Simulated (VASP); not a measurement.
# TaN (P6_3/mmc) in VASP: notebook, part 2 of 2

VASP 6.6.1. The steps go on from the part before.

## (3) Electric field gradients, PBEsol (zz strain of -1 %)

Input file INCAR:

```
SYSTEM = TaN
ALGO = Normal ; EDIFF = 1E-8
ENCUT = 520 ; GGA = PS
ISIF = 2 ; ISMEAR = -1
LASPH = .True. ; LCHARG = .False.
LEFG = .True. ; LREAL = .False.
LWAVE = .False. ; NBANDS = 24
NELM = 80 ; PREC = Accurate
SIGMA = 0.01
```

Input file KPOINTS:

```
k-points
0
Gamma
  11 11 6
  0 0 0
```

Input file POSCAR:

```
TaN
1.0
    3.0480019786      0.0000000000      0.0000000000
   -1.5240009893      2.6396471442      0.0000000000
    0.0000000000      0.0000000000      4.8688200000
Ta N
2 2
Direct
    0.0000000000      0.0000000000      0.0000000000
    0.0000000000      0.0000000000      0.5000000000
    0.3333333333      0.6666666667      0.2500000000
    0.6666666667      0.3333333333      0.7500000000
```

Potentials or basis: VASP PAW PBE potentials, release 64 (Ta_pv, N).

Launch:

```sh
$ cat potpaw_PBE.64/Ta_pv/POTCAR potpaw_PBE.64/N/POTCAR > POTCAR
$ mpirun -np 1 vasp_std > vasp.out
```

OUTCAR:

```text
SYSTEM = TaN
   EDIFF = 1E-8
   ENCUT = 520
   GGA = PS
   ISIF = 2
   ISMEAR = -1
   LASPH = .True.
   LREAL = .False.
   NELM = 80
   PREC = Accurate

 ion  position               nearest neighbor table
   1  0.000  0.000  0.000-   3 2.14   4 2.14   3 2.14   4 2.14   4 2.14   3 2.14   2 2.43   2 2.43

   2  0.000  0.000  0.500-   3 2.14   4 2.14   3 2.14   4 2.14   4 2.14   3 2.14   1 2.43   1 2.43

   3  0.333  0.667  0.250-   1 2.14   2 2.14   1 2.14   2 2.14   1 2.14   2 2.14
   4  0.667  0.333  0.750-   1 2.14   2 2.14   1 2.14   2 2.14   1 2.14   2 2.14

  LATTYP: Found a hexagonal cell.
 ALAT       =     3.0480019786
 C/A-ratio  =     1.5973808528

  Lattice vectors:

 A1 = (   3.0480019786,   0.0000000000,   0.0000000000)
 A2 = (  -1.5240009893,   2.6396471442,   0.0000000000)
 A3 = (   0.0000000000,   0.0000000000,   4.8688200000)

Analysis of symmetry for initial positions (statically):
=====================================================================
 Subroutine PRICEL returns:
 Original cell was already a primitive cell.

 Routine SETGRP: Setting up the symmetry group for a
 hexagonal supercell.

 Subroutine GETGRP returns: Found 24 space group operations
 (whereof 12 operations were pure point group operations)
 out of a pool of 24 trial point group operations.

The static configuration has the point symmetry D_3d.
 The point group associated with its full space group is D_6h.

Analysis of symmetry for dynamics (positions and initial velocities):
=====================================================================
 Subroutine PRICEL returns:
 Original cell was already a primitive cell.

 Routine SETGRP: Setting up the symmetry group for a
[... 173 lines left out ...]
      6     -24.1419      2.00000
[... 637 lines left out ...]
     23      16.2777      0.00000
     24      16.6960      0.00000

 [... further k-points ...]
[... 5 lines left out ...]
  --------------------------------------------------------------------------------------
  -------------------------------------------------------------------------------------
  Total        6.5513088      6.5513088     28.4049493     -0.0000000      0.0000000     -0.0000000
  in kB      267.9500332    267.9500332   1161.7689399     -0.0000000      0.0000000     -0.0000000
  external PRESSURE =     565.8896688 kB  Pullay stress =       0.0000000 kB

 VOLUME and BASIS-vectors are now :
 -----------------------------------------------------------------------------
  energy-cutoff  :      520.00
  volume of cell :       39.17
      direct lattice vectors                 reciprocal lattice vectors
     3.048001979  0.000000000  0.000000000     0.328083777  0.189419257  0.000000000
    -1.524000989  2.639647144  0.000000000     0.000000000  0.378838513  0.000000000
     0.000000000  0.000000000  4.868820000     0.000000000  0.000000000  0.205388575

 POSITION                                       TOTAL-FORCE (eV/Angst)
 -----------------------------------------------------------------------------------
      0.00000      0.00000      0.00000        -0.000000      0.000000      0.000000
      0.00000      0.00000      2.43441        -0.000000      0.000000      0.000000
     -0.00000      1.75976      1.21721         0.000000     -0.000000     -0.000000
      1.52400      0.87988      3.65162        -0.000000      0.000000      0.000000
 -----------------------------------------------------------------------------------
    total drift:                               -0.000000      0.000000      0.000000

  FREE ENERGIE OF THE ION-ELECTRON SYSTEM (eV)
  ---------------------------------------------------
  free  energy   TOTEN  =       -44.0421075008 eV

  energy  without entropy=      -44.0416588356  energy(sigma->0) =      -44.04188317

 Electric field gradients (V/A^2)
---------------------------------------------------------------------
 ion       V_xx      V_yy      V_zz      V_xy      V_xz      V_yz
---------------------------------------------------------------------
   1      80.945    80.944  -161.890    -0.000     0.000    -0.000
   2      80.945    80.944  -161.890    -0.000    -0.000     0.000
   3      -3.130    -3.129     6.259     0.001     0.000    -0.000
   4      -3.130    -3.129     6.259     0.001     0.000     0.000
---------------------------------------------------------------------

 Electric field gradients after diagonalization (V/A^2)
 (convention: |V_zz| > |V_xx| > |V_yy|)
----------------------------------------------------------------------
 ion       V_xx      V_yy      V_zz     asymmetry (V_yy - V_xx)/ V_zz
----------------------------------------------------------------------
   1      80.945    80.944  -161.890       0.000
   2      80.945    80.944  -161.890       0.000
   3      -3.130    -3.129     6.259       0.000
   4      -3.130    -3.129     6.259       0.000
----------------------------------------------------------------------

           NMR quadrupolar parameters

 Cq : quadrupolar parameter    Cq=e*Q*V_zz/h
 eta: asymmetry parameters     (V_yy - V_xx)/ V_zz
 Q  : nuclear electric quadrupole moment in mb (millibarn)
----------------------------------------------------------------------
 ion       Cq(MHz)       eta       Q (mb)
----------------------------------------------------------------------
   1      -0.391       0.000       1.000
   2      -0.391       0.000       1.000
   3       0.015       0.000       1.000
   4       0.015       0.000       1.000
----------------------------------------------------------------------
```

OSZICAR:

```text
N       E                     dE             d eps       ncg     rms          rms(c)
DAV:   1     0.270890626294E+03    0.27089E+03   -0.17422E+04  3072   0.143E+03
DAV:   2    -0.353461033077E+02   -0.30624E+03   -0.29128E+03  3712   0.417E+02
DAV:   3    -0.487961304384E+02   -0.13450E+02   -0.13265E+02  3808   0.854E+01
DAV:   4    -0.489448968828E+02   -0.14877E+00   -0.14848E+00  3520   0.930E+00
DAV:   5    -0.489467638251E+02   -0.18669E-02   -0.18654E-02  3888   0.847E-01    0.421E+01
DAV:   6    -0.442614924271E+02    0.46853E+01   -0.16866E+01  3696   0.290E+01    0.193E+01
DAV:   7    -0.440959666405E+02    0.16553E+00   -0.95779E-01  3408   0.725E+00    0.110E+01
DAV:   8    -0.440471910875E+02    0.48776E-01   -0.11470E-01  3664   0.256E+00    0.130E+00
DAV:   9    -0.440423819048E+02    0.48092E-02   -0.15258E-02  3704   0.781E-01    0.428E-01
DAV:  10    -0.440422134697E+02    0.16844E-03   -0.21373E-03  3568   0.377E-01    0.974E-02
DAV:  11    -0.440421076390E+02    0.10583E-03   -0.28776E-04  3656   0.137E-01    0.160E-02
DAV:  12    -0.440421082980E+02   -0.65909E-06   -0.96762E-06  3696   0.247E-02    0.685E-03
DAV:  13    -0.440421076274E+02    0.67064E-06   -0.45100E-07  3800   0.460E-03    0.289E-03
DAV:  14    -0.440421075144E+02    0.11297E-06   -0.38302E-08  3248   0.174E-03    0.829E-04
DAV:  15    -0.440421074946E+02    0.19864E-07   -0.84267E-09  2136   0.648E-04    0.395E-04
DAV:  16    -0.440421075008E+02   -0.61891E-08   -0.25130E-09  1784   0.361E-04
   1 F= -.44042108E+02 E0= -.44041883E+02  d E =-.448665E-03
```

Run time: 22 s. Hardware: 1 thread of Intel Xeon 6975P-C (Granite Rapids), shared host; peak memory 0.18 GiB.

What came out:

- Free energy: -44.0421 eV
- Pressure: 56.6 GPa
- Band gap on the k mesh: zero (band 16 reaches 10.56 eV, above the bottom of band 17 at 7.84 eV)

Levels at points of the mesh, in eV from the Fermi level:
```tsv
k point	band 12	band 13	band 14	band 15	band 16	band 17	band 18	band 19	band 20	band 21
(0.00, 0.00, 0.00)	-5.42	-3.68	-3.68	-3.60	-2.03	-2.03	-0.66	-0.66	2.90	4.26
(0.00, 0.00, 0.50)	-6.52	-6.52	-6.52	-0.06	-0.06	-0.06	-0.06	0.09	0.09	4.71
```

Electric field gradients, principal values (V/Å²):
```tsv
atom	least	middle	greatest (by size)
1 Ta	80.944	80.945	-161.890
2 Ta	80.944	80.945	-161.890
3 N	-3.129	-3.130	6.259
4 N	-3.129	-3.130	6.259
```

Caveat: the cell differs from its parent crystal (zz strain of -1 %); without QUAD_EFG the Cq values of the log hold for a quadrupole moment of 1 mb, not for the nuclei; the PAW data sets were made with another functional, which shifts forces and pressure a little; spin-orbit coupling is left out, which moves the levels of the heavy elements.
